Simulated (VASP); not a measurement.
# AgCl (Fm-3m) in VASP: a series of runs, part 3 of 3

VASP 6.6.1.

### 4 Electric field gradients, LDA

This run uses another cell than the first one, of 21.32 Å³/atom.

The input, INCAR:

```
SYSTEM = AgCl
ALGO = Normal ; EDIFF = 1E-8
ENCUT = 520 ; ISIF = 2
ISMEAR = -1 ; LASPH = .True.
LCHARG = .False. ; LEFG = .True.
LREAL = .False. ; LWAVE = .False.
NBANDS = 16 ; NELM = 80
PREC = Accurate ; SIGMA = 0.01
```

The input, KPOINTS:

```
k-points
0
Gamma
  9 9 9
  0 0 0
```

The input, POSCAR:

```
AgCl
1.0
    0.0000000000      2.7726629968      2.7726629968
    2.7726629968      0.0000000000      2.7726629968
    2.7726629968      2.7726629968      0.0000000000
Ag Cl
1 1
Direct
    0.0000000000      0.0000000000      0.0000000000
    0.5000000000      0.5000000000      0.5000000000
```

Potentials or basis: VASP PAW LDA potentials, release 64 (Ag, Cl).

Run with:

```sh
$ cat potpaw_LDA.64/Ag/POTCAR potpaw_LDA.64/Cl/POTCAR > POTCAR
$ mpirun -np 1 vasp_std > vasp.out
```

OUTCAR:

```text
SYSTEM = AgCl
   EDIFF = 1E-8
   ENCUT = 520
   ISIF = 2
   ISMEAR = -1
   LASPH = .True.
   LREAL = .False.
   NELM = 80
   PREC = Accurate

 ion  position               nearest neighbor table
   1  0.000  0.000  0.000-   2 2.77   2 2.77   2 2.77   2 2.77   2 2.77   2 2.77
   2  0.500  0.500  0.500-   1 2.77   1 2.77   1 2.77   1 2.77   1 2.77   1 2.77

  LATTYP: Found a face centered cubic cell.
 ALAT       =     5.5453259936

  Lattice vectors:

 A1 = (   0.0000000000,   2.7726629968,   2.7726629968)
 A2 = (   2.7726629968,   0.0000000000,   2.7726629968)
 A3 = (   2.7726629968,   2.7726629968,   0.0000000000)

Analysis of symmetry for initial positions (statically):
=====================================================================
 Subroutine PRICEL returns:
 Original cell was already a primitive cell.

 Routine SETGRP: Setting up the symmetry group for a
 face centered cubic supercell.

 Subroutine GETGRP returns: Found 48 space group operations
 (whereof 48 operations were pure point group operations)
 out of a pool of 48 trial point group operations.

The static configuration has the point symmetry O_h .

Analysis of symmetry for dynamics (positions and initial velocities):
=====================================================================
 Subroutine PRICEL returns:
 Original cell was already a primitive cell.

 Routine SETGRP: Setting up the symmetry group for a
 face centered cubic supercell.

 Subroutine GETGRP returns: Found 48 space group operations
 (whereof 48 operations were pure point group operations)
 out of a pool of 48 trial point group operations.

The dynamic configuration has the point symmetry O_h .

 Subroutine INISYM returns: Found 48 space group operations
 (whereof 48 operations are pure point group operations),
 and found     1 'primitive' translations

----------------------------------------------------------------------------------------

                                     Primitive cell

  volume of cell :      42.6306

  direct lattice vectors                    reciprocal lattice vectors
     0.000000000  2.772662997  2.772662997    -0.180332049  0.180332049  0.180332049
     2.772662997  0.000000000  2.772662997     0.180332049 -0.180332049  0.180332049
     2.772662997  2.772662997  0.000000000     0.180332049  0.180332049 -0.180332049

  length of vectors
     3.921137614  3.921137614  3.921137614     0.312344271  0.312344271  0.312344271

  position of ions in fractional coordinates (direct lattice)
     0.000000000  0.000000000  0.000000000
     0.500000000  0.500000000  0.500000000

  ion indices of the primitive-cell ions
   primitive index   ion index
                 1           1
                 2           2

----------------------------------------------------------------------------------------

 KPOINTS: k-points

Automatic generation of k-mesh.
 Grid dimensions read from file:
 generate k-points for:    9    9    9
[... 71 lines left out ...]
   ISYM   =      2    0-nonsym 1-usesym 2-fastsym
   POTIM  = 0.5000    time-step for ionic-motion
   TEBEG  =    0.0;   TEEND  =   0.0 temperature during run
   PSTRESS=    0.0 pullay stress
   NELECT =      18.0000    total number of electrons
   NUPDOWN=      -1.0000    fix difference up-down
   EMIN   =  10.00;   EMAX   =-10.00  energy-range for DOS
   EFERMI =   0.00;   METHOD = LEGACY
   ISMEAR =    -1;   SIGMA  =   0.01  broadening in eV -4-tet -1-fermi 0-gaus
   EFERMI_NEDOS =   21; number of points for ismear=-14 and -15
   IALGO  =     38    algorithm
   IMIX   =      4    mixing-type and parameters
     AMIX     =   0.40;   BMIX     =  1.00
     AMIX_MAG =   1.60;   BMIX_MAG =  1.00
  volume/ion in A,a.u.               =      21.32       143.84
  Fermi-wavevector in a.u.,A,eV,Ry     =   1.228170  2.320905 20.523058  1.508402
  Thomas-Fermi vector in A             =   2.363106
   LORBIT       =      0    0 simple, 1 ext, 2 COOP (PROOUT), +10 PAW based schemes
   GGA     = CA    functional components
   LHFCALC =     F    Hartree Fock is set to
   AEXX    =    0.0000 exact exchange contribution
   IVDW    =     0    specifies the selected vdW correction
   LEPSILON=     F    determine dielectric tensor
   LRPA    =     F    only Hartree local field effects (RPA)
 non-spin polarized calculation
  energy-cutoff  :      520.00
  volume of cell :       42.63
 maximum number of plane-waves:      1158
 NGX is ok and might be reduce to    30
   NGX = 15   NGY = 15   NGZ = 15

 number of electron      18.0000005 magnetization

 Free energy of the ion-electron system (eV)
  ---------------------------------------------------
  ext. energy  EPLUGINS =         0.00000000
  ---------------------------------------------------
  free energy    TOTEN  =        -6.71285384 eV

  energy without entropy =       -6.71285384  energy(sigma->0) =       -6.71285384

 E-fermi :   3.8278     XC(G=0): -10.4424

 val. band max:        3.5379499324   @ k =   0.4444   0.0000   0.0000
 cond. band min:       4.2265156214   @ k =   0.0000   0.0000   0.0000
 fundamental gap:      0.6885656890
 Fermi energy:         3.8278184055

 k-point     1 :       0.0000    0.0000    0.0000
  band No.  band energies     occupation
      1     -11.4655      2.00000
      2       1.0613      2.00000
      3       1.0613      2.00000
      4       1.0613      2.00000
      5       1.0996      2.00000
      6       1.0996      2.00000
[... 433 lines left out ...]
      3       0.5030      2.00000
      4       0.5030      2.00000
      5       0.7292      2.00000
      6       1.2887      2.00000
[... 8 lines left out ...]
     15      18.9716      0.00000
     16      18.9728      0.00000

 [... further k-points ...]

------------------------ aborting loop because EDIFF is reached ----------------------------------------

  FORCE on cell =-STRESS in cart. coord.  units (eV):
  Direction    XX          YY          ZZ          XY          YZ          ZX
  --------------------------------------------------------------------------------------
  -------------------------------------------------------------------------------------
  Total       -1.4803599     -1.4803599     -1.4803599      0.0000000      0.0000000      0.0000000
  in kB      -55.6360957    -55.6360957    -55.6360957      0.0000000      0.0000000      0.0000000
  external PRESSURE =     -55.6360957 kB  Pullay stress =       0.0000000 kB

 VOLUME and BASIS-vectors are now :
 -----------------------------------------------------------------------------
  energy-cutoff  :      520.00
  volume of cell :       42.63
      direct lattice vectors                 reciprocal lattice vectors
     0.000000000  2.772662997  2.772662997    -0.180332049  0.180332049  0.180332049
     2.772662997  0.000000000  2.772662997     0.180332049 -0.180332049  0.180332049
     2.772662997  2.772662997  0.000000000     0.180332049  0.180332049 -0.180332049

 POSITION                                       TOTAL-FORCE (eV/Angst)
 -----------------------------------------------------------------------------------
      0.00000      0.00000      0.00000        -0.000000      0.000000     -0.000000
      2.77266      2.77266      2.77266         0.000000     -0.000000      0.000000
 -----------------------------------------------------------------------------------
    total drift:                               -0.000000      0.000000      0.000000

  FREE ENERGIE OF THE ION-ELECTRON SYSTEM (eV)
  ---------------------------------------------------
  free  energy   TOTEN  =        -6.7128538427 eV

  energy  without entropy=       -6.7128538427  energy(sigma->0) =       -6.71285384

 Electric field gradients (V/A^2)
---------------------------------------------------------------------
 ion       V_xx      V_yy      V_zz      V_xy      V_xz      V_yz
---------------------------------------------------------------------
   1      -0.000    -0.000     0.000    -0.000    -0.000    -0.000
   2       0.000     0.000     0.000     0.001     0.001     0.001
---------------------------------------------------------------------

 Electric field gradients after diagonalization (V/A^2)
 (convention: |V_zz| > |V_xx| > |V_yy|)
----------------------------------------------------------------------
 ion       V_xx      V_yy      V_zz     asymmetry (V_yy - V_xx)/ V_zz
----------------------------------------------------------------------
   1       0.000     0.000    -0.001       0.000
   2      -0.001    -0.001     0.002       0.000
----------------------------------------------------------------------

           NMR quadrupolar parameters

 Cq : quadrupolar parameter    Cq=e*Q*V_zz/h
 eta: asymmetry parameters     (V_yy - V_xx)/ V_zz
 Q  : nuclear electric quadrupole moment in mb (millibarn)
----------------------------------------------------------------------
 ion       Cq(MHz)       eta       Q (mb)
----------------------------------------------------------------------
   1      -0.000       0.000       1.000
   2       0.000       0.000       1.000
----------------------------------------------------------------------
```

Run time: 26 s. Hardware: 1 thread of Intel Xeon 8259CL, shared host; peak memory 0.16 GiB.

What came out:

* Free energy: -6.7129 eV
* Pressure: -5.6 GPa
* Band gap on the k mesh: 0.69 eV (least direct gap 2.93 eV)
* Largest electric field gradient by atom: under 0.05 V/Å² on every atom

Caveat: the cell stands under tension; semilocal functionals underestimate gaps, and a narrow one can read as zero; an odd mesh through Γ misses points on the zone boundary, where band edges can lie.

### 5 The runs side by side

```tsv
level	potentials or basis	cell	gap on the mesh (eV)	pressure (GPa)
LDA	VASP PAW LDA potentials, release 64 (Ag, Cl)	a = 3.868 Å, angles 60.0°, 2 atoms	0.69	-3.8
PBEsol	VASP PAW PBE potentials, release 64 (Ag, Cl)	a = 3.868 Å, angles 60.0°, 2 atoms	0.77	-0.8
LDA	VASP PAW LDA potentials, release 64 (Ag, Cl)	a = 3.921 Å, angles 60.0°, 2 atoms	0.69	-5.6
```

Alike in all rows: task electric field gradients; no spin polarisation; k mesh 9 × 9 × 9; cutoff (eV) 520; smearing fermi-dirac 0.01 eV.

Caveats: semilocal functionals underestimate gaps, and a narrow one can read as zero; an odd mesh through Γ misses points on the zone boundary, where band edges can lie; the cell stands under tension (at least some runs); the PAW data sets were made with another functional, which shifts forces and pressure a little (at least some runs).

Absolute energies hang on the potentials; compare differences alone.
